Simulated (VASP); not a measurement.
# In (Pm-3m) in VASP: further runs

In is run at these levels: PBE; tasks: single point.

Program: VASP 6.6.1. These are calculated values, not measurements. Logs are shortened: lines on timing, memory, paths and dates and some standing lists are left out, and cuts for length are marked.

### Step 1. The cell of the first run

The structure is cubic, space group Pm-3m (No. 221). The conventional cell has a = 3.058 Å, b = 3.058 Å, c = 3.058 Å, α = 90.00°, β = 90.00°, γ = 90.00°. In (site symmetry m-3m) has 6 In at 3.06 Å within 4.0 Å.

### Step 2. Single point, PBE

Contents of INCAR:

```
SYSTEM = In
PREC = Accurate ; ENCUT = 520
EDIFF = 1E-6 ; ISMEAR = -1
SIGMA = 0.08 ; LREAL = .False.
LASPH = .True. ; NELM = 100
ALGO = Normal ; ISIF = 2
LWAVE = .False. ; LCHARG = .False.
GGA = PE ; NBANDS = 12
```

Contents of KPOINTS:

```
Automatic mesh
0
Gamma
  13 13 13
  0 0 0
```

Contents of POSCAR:

```
In
1.0
    3.0578091067      0.0000000000      0.0000000000
    0.0000000000      3.0578091067      0.0000000000
    0.0000000000      0.0000000000      3.0578091067
In
1
Direct
    0.0000000000      0.0000000000      0.0000000000
```

Potentials or basis: VASP PAW PBE potentials, release 64 (In_d).

The run is started by

```
$ cat potpaw_PBE.64/In_d/POTCAR > POTCAR
$ mpirun -np 1 vasp_std > vasp.out
```

OUTCAR:

```text
SYSTEM = In
   PREC = Accurate
   ENCUT = 520
   EDIFF = 1E-6
   ISMEAR = -1
   LREAL = .False.
   LASPH = .True.
   NELM = 100
   ISIF = 2
   GGA = PE

 ion  position               nearest neighbor table
   1  0.000  0.000  0.000-

  LATTYP: Found a simple cubic cell.
 ALAT       =     3.0578091067

  Lattice vectors:

 A1 = (   3.0578091067,   0.0000000000,   0.0000000000)
 A2 = (   0.0000000000,   3.0578091067,   0.0000000000)
 A3 = (   0.0000000000,   0.0000000000,   3.0578091067)

Analysis of symmetry for initial positions (statically):
=====================================================================
 Subroutine PRICEL returns:
 Original cell was already a primitive cell.

 Routine SETGRP: Setting up the symmetry group for a
 simple cubic supercell.

 Subroutine GETGRP returns: Found 48 space group operations
 (whereof 48 operations were pure point group operations)
 out of a pool of 48 trial point group operations.

The static configuration has the point symmetry O_h .

Analysis of symmetry for dynamics (positions and initial velocities):
=====================================================================
 Subroutine PRICEL returns:
 Original cell was already a primitive cell.

 Routine SETGRP: Setting up the symmetry group for a
 simple cubic supercell.

 Subroutine GETGRP returns: Found 48 space group operations
 (whereof 48 operations were pure point group operations)
 out of a pool of 48 trial point group operations.

The dynamic configuration has the point symmetry O_h .

 Subroutine INISYM returns: Found 48 space group operations
 (whereof 48 operations are pure point group operations),
 and found     1 'primitive' translations

----------------------------------------------------------------------------------------

                                     Primitive cell

  volume of cell :      28.5911

  direct lattice vectors                    reciprocal lattice vectors
     3.057809107  0.000000000  0.000000000     0.327031533  0.000000000  0.000000000
     0.000000000  3.057809107  0.000000000     0.000000000  0.327031533  0.000000000
     0.000000000  0.000000000  3.057809107     0.000000000  0.000000000  0.327031533

  length of vectors
     3.057809107  3.057809107  3.057809107     0.327031533  0.327031533  0.327031533

  position of ions in fractional coordinates (direct lattice)
     0.000000000  0.000000000  0.000000000
[... 81 lines left out ...]
   NFREE  =      0    steps in history (QN), initial steepest desc. (CG)
   ISIF   =      2    stress and relaxation
   ISYM   =      2    0-nonsym 1-usesym 2-fastsym
   POTIM  = 0.5000    time-step for ionic-motion
   TEBEG  =    0.0;   TEEND  =   0.0 temperature during run
   PSTRESS=    0.0 pullay stress
   NELECT =      13.0000    total number of electrons
   NUPDOWN=      -1.0000    fix difference up-down
   EMIN   =  10.00;   EMAX   =-10.00  energy-range for DOS
   EFERMI =   0.00;   METHOD = LEGACY
   ISMEAR =    -1;   SIGMA  =   0.08  broadening in eV -4-tet -1-fermi 0-gaus
   EFERMI_NEDOS =   21; number of points for ismear=-14 and -15
   IALGO  =     38    algorithm
   IMIX   =      4    mixing-type and parameters
     AMIX     =   0.40;   BMIX     =  1.00
     AMIX_MAG =   1.60;   BMIX_MAG =  1.00
  volume/ion in A,a.u.               =      28.59       192.94
  Fermi-wavevector in a.u.,A,eV,Ry     =   1.258864  2.378909 21.561687  1.584739
  Thomas-Fermi vector in A             =   2.392453
   LORBIT       =      0    0 simple, 1 ext, 2 COOP (PROOUT), +10 PAW based schemes
   GGA     = PE    functional components
   LHFCALC =     F    Hartree Fock is set to
   AEXX    =    0.0000 exact exchange contribution
   IVDW    =     0    specifies the selected vdW correction
   LEPSILON=     F    determine dielectric tensor
   LRPA    =     F    only Hartree local field effects (RPA)
 non-spin polarized calculation
  energy-cutoff  :      520.00
  volume of cell :       28.59
 maximum number of plane-waves:       787
 NGX is ok and might be reduce to    24
   NGX = 11   NGY = 11   NGZ = 11

 number of electron      12.9999992 magnetization

 Free energy of the ion-electron system (eV)
  ---------------------------------------------------
  ext. energy  EPLUGINS =         0.00000000
  ---------------------------------------------------
  free energy    TOTEN  =        -2.46137290 eV

  energy without entropy =       -2.44592859  energy(sigma->0) =       -2.45365075

 E-fermi :   6.4067     XC(G=0):  -9.7580

 val. band max:        6.3735027873   @ k =   0.3846   0.3846   0.0000
 cond. band min:       6.4215140050   @ k =   0.3077   0.0769   0.0000
 fundamental gap:      0.0480112177
 Fermi energy:         6.4067414154

 k-point     1 :       0.0000    0.0000    0.0000
  band No.  band energies     occupation
      1      -8.5692      2.00000
      2      -8.5692      2.00000
      3      -7.8654      2.00000
      4      -7.8654      2.00000
      5      -7.8654      2.00000
      6      -2.6084      2.00000
      7      13.6498      0.00000
      8      13.6498      0.00000
      9      13.6498      0.00000
     10      16.8387      0.00000
     11      16.8387      0.00000
     12      17.9619      0.00000
[... 331 lines left out ...]
 k-point    24 :       0.3846    0.3077    0.0000
  band No.  band energies     occupation
      1      -8.3548      2.00000
      2      -8.2335      2.00000
      3      -8.0180      2.00000
      4      -7.9769      2.00000
      5      -7.8919      2.00000
      6       1.4473      2.00000
      7       6.0554      1.97554
      8       8.7561      0.00000
      9      13.6398      0.00000
     10      17.8684      0.00000
     11      19.7541      0.00000
     12      22.3134      0.00000

 [... further k-points ...]

------------------------ aborting loop because EDIFF is reached ----------------------------------------

  FORCE on cell =-STRESS in cart. coord.  units (eV):
  Direction    XX          YY          ZZ          XY          YZ          ZX
  --------------------------------------------------------------------------------------
  -------------------------------------------------------------------------------------
  Total        0.1883432      0.1883432      0.1883432      0.0000000     -0.0000000      0.0000000
  in kB       10.5542994     10.5542994     10.5542994      0.0000000     -0.0000000      0.0000000
  external PRESSURE =      10.5542994 kB  Pullay stress =       0.0000000 kB

 VOLUME and BASIS-vectors are now :
 -----------------------------------------------------------------------------
  energy-cutoff  :      520.00
  volume of cell :       28.59
      direct lattice vectors                 reciprocal lattice vectors
     3.057809107  0.000000000  0.000000000     0.327031533  0.000000000  0.000000000
     0.000000000  3.057809107  0.000000000     0.000000000  0.327031533  0.000000000
     0.000000000  0.000000000  3.057809107     0.000000000  0.000000000  0.327031533

 POSITION                                       TOTAL-FORCE (eV/Angst)
 -----------------------------------------------------------------------------------
      0.00000      0.00000      0.00000         0.000000      0.000000      0.000000
 -----------------------------------------------------------------------------------
    total drift:                                0.000000     -0.000000      0.000000

  FREE ENERGIE OF THE ION-ELECTRON SYSTEM (eV)
  ---------------------------------------------------
  free  energy   TOTEN  =        -2.4613728983 eV

  energy  without entropy=       -2.4459285929  energy(sigma->0) =       -2.45365075
```

OSZICAR:

```text
N       E                     dE             d eps       ncg     rms          rms(c)
DAV:   1     0.799874284532E+02    0.79987E+02   -0.63265E+03  2052   0.133E+03
DAV:   2     0.171059885838E+01   -0.78277E+02   -0.76275E+02  2076   0.291E+02
DAV:   3    -0.238440380835E+01   -0.40950E+01   -0.40809E+01  2480   0.675E+01
DAV:   4    -0.248185065876E+01   -0.97447E-01   -0.97414E-01  2576   0.104E+01
DAV:   5    -0.248553618805E+01   -0.36855E-02   -0.36854E-02  2712   0.172E+00    0.238E+00
DAV:   6    -0.246421744085E+01    0.21319E-01   -0.40511E-02  2488   0.399E+00    0.117E+00
DAV:   7    -0.246136939470E+01    0.28480E-02   -0.12283E-02  2672   0.202E+00    0.259E-01
DAV:   8    -0.246135587796E+01    0.13517E-04   -0.10397E-03  2388   0.490E-01    0.274E-02
DAV:   9    -0.246137033656E+01   -0.14459E-04   -0.27675E-05  2716   0.644E-02    0.201E-02
DAV:  10    -0.246137243559E+01   -0.20990E-05   -0.36959E-06  2280   0.197E-02    0.494E-03
DAV:  11    -0.246137289831E+01   -0.46272E-06   -0.11934E-07  1292   0.486E-03
   1 F= -.24613729E+01 E0= -.24536507E+01  d E =-.154443E-01
```

stdout:

```text
POSCAR found type information on POSCAR In
 POSCAR found :  1 types and       1 ions
 scaLAPACK will be used
 LDA part: xc-table for (Slater+PW92), standard interpolation
 POSCAR, INCAR and KPOINTS ok, starting setup
 FFT: planning ... GRIDC
 FFT: planning ... GRID_SOFT
 FFT: planning ... GRID
 WAVECAR not read
 entering main loop
```

Run time: 9.7 s. Hardware: 1 thread of Intel Xeon 6975P-C (Granite Rapids), shared host; peak memory 0.15 GiB.

Results:

- Free energy: -2.4614 eV
- Pressure: 1.1 GPa

Caveat: spin-orbit coupling is left out, which moves the levels of the heavy elements.

### Step 3. Single point, PBE

Contents of INCAR:

```
  PREC = Accurate
  ENCUT = 520
  EDIFF = 1E-7
  ISMEAR = -1
  SIGMA = 0.08
  LREAL = F
  LASPH = T
  NELM = 60
  ALGO = Normal
  ISIF = 2
  LWAVE = F
  LCHARG = F
  GGA = PE
  NBANDS = 12
```

Contents of KPOINTS:

```
regular mesh
0
Gamma
  13 13 13
```

POSCAR is that of step 2.

Potentials or basis: VASP PAW PBE potentials, release 64 (In_d).

The run is started by

```
$ cat potpaw_PBE.64/In_d/POTCAR > POTCAR
$ mpirun -np 1 vasp_std > vasp.out
```

OUTCAR:

```text
PREC = Accurate
   ENCUT = 520
   EDIFF = 1E-7
   ISMEAR = -1
   LREAL = F
   LASPH = T
   NELM = 60
   ISIF = 2
   GGA = PE

 ion  position               nearest neighbor table
   1  0.000  0.000  0.000-

  LATTYP: Found a simple cubic cell.
 ALAT       =     3.0578091067

  Lattice vectors:

 A1 = (   3.0578091067,   0.0000000000,   0.0000000000)
 A2 = (   0.0000000000,   3.0578091067,   0.0000000000)
 A3 = (   0.0000000000,   0.0000000000,   3.0578091067)

Analysis of symmetry for initial positions (statically):
=====================================================================
 Subroutine PRICEL returns:
 Original cell was already a primitive cell.

 Routine SETGRP: Setting up the symmetry group for a
 simple cubic supercell.

 Subroutine GETGRP returns: Found 48 space group operations
 (whereof 48 operations were pure point group operations)
 out of a pool of 48 trial point group operations.

The static configuration has the point symmetry O_h .

Analysis of symmetry for dynamics (positions and initial velocities):
=====================================================================
 Subroutine PRICEL returns:
 Original cell was already a primitive cell.

 Routine SETGRP: Setting up the symmetry group for a
 simple cubic supercell.

 Subroutine GETGRP returns: Found 48 space group operations
 (whereof 48 operations were pure point group operations)
 out of a pool of 48 trial point group operations.

The dynamic configuration has the point symmetry O_h .

 Subroutine INISYM returns: Found 48 space group operations
 (whereof 48 operations are pure point group operations),
 and found     1 'primitive' translations

----------------------------------------------------------------------------------------

                                     Primitive cell

  volume of cell :      28.5911

  direct lattice vectors                    reciprocal lattice vectors
     3.057809107  0.000000000  0.000000000     0.327031533  0.000000000  0.000000000
     0.000000000  3.057809107  0.000000000     0.000000000  0.327031533  0.000000000
[... 113 lines left out ...]
   LRPA    =     F    only Hartree local field effects (RPA)
 non-spin polarized calculation
  energy-cutoff  :      520.00
  volume of cell :       28.59
 maximum number of plane-waves:       787
 NGX is ok and might be reduce to    24
   NGX = 11   NGY = 11   NGZ = 11

 number of electron      12.9999992 magnetization

 Free energy of the ion-electron system (eV)
  ---------------------------------------------------
  ext. energy  EPLUGINS =         0.00000000
  ---------------------------------------------------
  free energy    TOTEN  =        -2.46137272 eV

  energy without entropy =       -2.44592851  energy(sigma->0) =       -2.45365061

 E-fermi :   6.4068     XC(G=0):  -9.7579

 val. band max:        6.3735076718   @ k =   0.3846   0.3846   0.0000
 cond. band min:       6.4215342973   @ k =   0.3077   0.0769   0.0000
 fundamental gap:      0.0480266255
 Fermi energy:         6.4067571627

 k-point     1 :       0.0000    0.0000    0.0000
  band No.  band energies     occupation
      1      -8.5692      2.00000
      2      -8.5692      2.00000
      3      -7.8653      2.00000
      4      -7.8653      2.00000
      5      -7.8653      2.00000
      6      -2.6084      2.00000
      7      13.6498      0.00000
      8      13.6498      0.00000
      9      13.6498      0.00000
     10      16.8386      0.00000
     11      16.8386      0.00000
     12      17.9621      0.00000
[... 331 lines left out ...]
 k-point    24 :       0.3846    0.3077    0.0000
  band No.  band energies     occupation
      1      -8.3548      2.00000
      2      -8.2335      2.00000
      3      -8.0179      2.00000
      4      -7.9769      2.00000
      5      -7.8918      2.00000
      6       1.4473      2.00000
      7       6.0554      1.97554
      8       8.7561      0.00000
      9      13.6398      0.00000
     10      17.8684      0.00000
     11      19.7541      0.00000
     12      22.3134      0.00000

 [... further k-points ...]

------------------------ aborting loop because EDIFF is reached ----------------------------------------

  FORCE on cell =-STRESS in cart. coord.  units (eV):
  Direction    XX          YY          ZZ          XY          YZ          ZX
  --------------------------------------------------------------------------------------
  -------------------------------------------------------------------------------------
  Total        0.1923106      0.1923106      0.1923106     -0.0000000     -0.0000000      0.0000000
  in kB       10.7766213     10.7766213     10.7766213     -0.0000000     -0.0000000      0.0000000
  external PRESSURE =      10.7766213 kB  Pullay stress =       0.0000000 kB

 VOLUME and BASIS-vectors are now :
 -----------------------------------------------------------------------------
  energy-cutoff  :      520.00
  volume of cell :       28.59
      direct lattice vectors                 reciprocal lattice vectors
     3.057809107  0.000000000  0.000000000     0.327031533  0.000000000  0.000000000
     0.000000000  3.057809107  0.000000000     0.000000000  0.327031533  0.000000000
     0.000000000  0.000000000  3.057809107     0.000000000  0.000000000  0.327031533

 POSITION                                       TOTAL-FORCE (eV/Angst)
 -----------------------------------------------------------------------------------
      0.00000      0.00000      0.00000         0.000000      0.000000      0.000000
 -----------------------------------------------------------------------------------
    total drift:                                0.000000     -0.000000      0.000000

  FREE ENERGIE OF THE ION-ELECTRON SYSTEM (eV)
  ---------------------------------------------------
  free  energy   TOTEN  =        -2.4613727176 eV

  energy  without entropy=       -2.4459285071  energy(sigma->0) =       -2.45365061
```

Run time: 10 s. Hardware: 1 thread of Intel Xeon 6975P-C (Granite Rapids), shared host; peak memory 0.15 GiB.

Results:

| Quantity | Value |
| --- | --- |
| Free energy | -2.4614 eV |
| Pressure | 1.1 GPa |

Levels at points of the mesh, in eV from the Fermi level:
```tsv
k point	band 3	band 4	band 5	band 6	band 7	band 8	band 9	band 10
(0.00, 0.00, 0.00)	-14.27	-14.27	-14.27	-9.02	7.24	7.24	7.24	10.43
```

Caveat: spin-orbit coupling is left out, which moves the levels of the heavy elements.
